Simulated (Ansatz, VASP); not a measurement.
NiO2: VASP beside Ansatz

The input INCAR:

```
PREC = Accurate
ENCUT = 700
EDIFF = 1E-6
ISMEAR = 0
SIGMA = 0.05
LREAL = False
LASPH = True
NELM = 120
ALGO = Normal
ISIF = 2
LWAVE = False
LCHARG = False
GGA = PS
NBANDS = 22
GGA_COMPAT = False
```

KPOINTS

```
Automatic mesh
0
Gamma
  12 12 6
```

Contents of POSCAR:

```
NiO2
1.0
    2.8419904474      0.0000000000      0.0000000000
   -1.4209952237      2.4612359247      0.0000000000
    0.0000000000      0.0000000000      4.7717019612
Ni O
1 2
Direct
    0.0000000000      0.0000000000      0.5000000000
    0.6666666667      0.3333333333      0.6625222406
    0.3333333333      0.6666666667      0.3374777594
```

Input for Ansatz:

```yaml
crystal:
  lattice:
    - [2.8419904474, 0.0, 0.0]
    - [-1.4209952237, 2.4612359247, 0.0]
    - [0.0, 0.0, 4.7717019612]
  atoms:
    - { symbol: Ni, position: [0.0, 0.0, 0.5] }
    - { symbol: O, position: [0.6666666667, 0.3333333333, 0.6625222406] }
    - { symbol: O, position: [0.3333333333, 0.6666666667, 0.3374777594] }
basis:
  ecutwfc: 520.0
kpoints:
  mp_grid: { grid: [12, 12, 6] }
hamiltonian:
  xc: pbesol
scf:
  occupations: { method: gaussian, width: 0.05 }
output:
  forces: true
  stress: true
  eigenvalues: true
  write_density: true
  write_potential: true
  elf: true
  volumetric_format: npy
```

Alike in both runs: task single point; functional PBEsol; k mesh 12 × 12 × 6; occupations gaussian, width 0.05 eV; no spin polarisation.

```csv
,VASP,Ansatz
version,VASP 6.6.1,Ansatz 0.2.0
potentials or method,"VASP PAW PBE potentials, release 64 (Ni_sv_GW, O), cutoff 700 eV","scalar-relativistic, plane waves, PAW"
valence electrons in the cell,30,30
```

Ansatz gave:

```
gap on the k mesh at the Fermi level (eV)                     : 0.84
least direct gap on the mesh (eV)                             : 1.31
pressure (GPa)                                                : 14.1
traceless stress, the component that is largest in VASP (GPa) : 5.26
rms of the force components (eV/Å)                            : 1.227
```

What did VASP give for the same quantities?

gap on the k mesh at the Fermi level (eV): 0.83; least direct gap on the mesh (eV): 1.30; pressure (GPa): 13.8; traceless stress, the component that is largest in VASP (GPa): 4.59; rms of the force components (eV/Å): 1.242.

VASP's potentials were made for PBE, not for PBEsol. Atom by atom the forces differ by 0.014 eV/Å (rms over components).
